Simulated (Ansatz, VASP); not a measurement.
## La2O3: VASP beside Ansatz

Contents of INCAR:

```
SYSTEM = La2O3
PREC = Accurate
ENCUT = 600
EDIFF = 1E-7
ISMEAR = 0
SIGMA = 0.01
LREAL = .FALSE.
LASPH = .TRUE.
NELM = 60
ALGO = Normal
ISIF = 3
LWAVE = .FALSE.
LCHARG = .FALSE.
GGA = PE
IVDW = 12
IBRION = 2
NSW = 80
EDIFFG = -0.005
```

The input KPOINTS:

```
Automatic mesh
0
G
  6 6 4
  0 0 0
```

The input POSCAR:

```
La2O3
1.0
    3.9307780000      0.0000000000      0.0000000000
   -1.9653890000      3.4041530000      0.0000000000
    0.0000000000      0.0000000000      6.1119540000
La O
2 3
Direct
    0.6666666667      0.3333333333      0.7537640000
    0.3333333333      0.6666666667      0.2462360000
    0.6666666667      0.3333333333      0.3541090000
    0.3333333333      0.6666666667      0.6458910000
    0.0000000000      0.0000000000      0.0000000000
```

Input for Ansatz:

```yaml
crystal:
  lattice:
    - [3.930778, 0.0, 0.0]
    - [-1.965389, 3.404153, 0.0]
    - [0.0, 0.0, 6.111954]
  atoms:
    - { symbol: La, position: [0.6666666666666666, 0.3333333333333333, 0.753764] }
    - { symbol: La, position: [0.3333333333333333, 0.6666666666666666, 0.246236] }
    - { symbol: O, position: [0.6666666666666666, 0.3333333333333333, 0.354109] }
    - { symbol: O, position: [0.3333333333333333, 0.6666666666666666, 0.645891] }
    - { symbol: O, position: [0.0, 0.0, 0.0] }
basis:
  ecutwfc: 571.4391111657479
kpoints:
  mp_grid:
    grid: [6, 6, 4]
hamiltonian:
  xc: pbe
  dispersion: d3bj
scf:
  occupations:
    method: fixed
relax:
  f_tol: 0.005
  cell: {}
```

Alike in both runs: task relaxation of cell and atoms; functional PBE; dispersion D3(BJ); k mesh 6 × 6 × 4; no spin polarisation.

|  | VASP | Ansatz |
| --- | --- | --- |
| version | VASP 6.6.1 | Ansatz 0.2.0 |
| potentials or method | VASP PAW PBE potentials, release 64 (La, O), cutoff 600 eV | plane waves, PAW |
| occupations | gaussian, width 0.01 eV | fixed |
| valence electrons in the cell | 40 | 40 |

```tsv
	VASP	Ansatz	Ansatz less VASP
relaxed volume (Å³/atom)	16.20	16.26	+0.060
relaxed length of the cell vector where the two differ most in proportion (Å)	6.090	6.101	+0.0103
```

Spin-orbit coupling is off throughout.
